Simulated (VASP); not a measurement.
## Cu: single point with PBE

System: Cu, a slab with vacuum.

```xyz
6
Lattice="2.5665 0.0000 0.0000 0.0000 3.6295 0.0000 0.0000 0.0000 22.4161" Properties=species:S:1:pos:R:3 pbc="T T T"
Cu    0.6416    0.9074    8.0896
Cu    1.9248    2.7221    9.2373
Cu    0.6416    0.9074   10.5846
Cu    1.9248    2.7221   11.8315
Cu    0.6416    0.9074   13.1788
Cu    1.9248    2.7221   14.3265
```

```yaml
Program: VASP 6.6.1
Task: single point
Functional: PBE
Potentials_or_basis: VASP PAW PBE potentials, release 64 (Cu)
Cutoff: 520 eV
k_mesh: 16 × 11 × 1
Occupations: fermi-dirac, width 0.05 eV
Spin: no spin polarisation
```

```
Largest force          : 0.033 eV/Å
Band gap on the k mesh : zero (bands 33 and 34 overlap by 3.38 eV)
```

Forces in eV/Å, atoms in the order of the input:
```
Cu   0.000  0.000 -0.033
Cu   0.000  0.000  0.000
Cu   0.000  0.000  0.000
Cu   0.000  0.000  0.000
Cu   0.000  0.000  0.000
Cu   0.000  0.000  0.033
```

Levels at points of the mesh, in eV from the Fermi level:
```tsv
k point	band 29	band 30	band 31	band 32	band 33	band 34	band 35	band 36	band 37	band 38
(0.00, 0.00, 0.00)	-1.64	-1.58	-1.48	-1.41	-1.36	-0.46	1.74	2.44	3.75	4.27
(0.50, 0.00, 0.00)	-1.45	-1.45	-0.09	-0.09	0.48	0.48	1.58	1.58	5.01	5.01
```

Run time: 9.7 min on 1 thread of Intel(R) Xeon(R) 6975P-C (Granite Rapids), with other jobs on the host, peak memory 0.51 GiB.
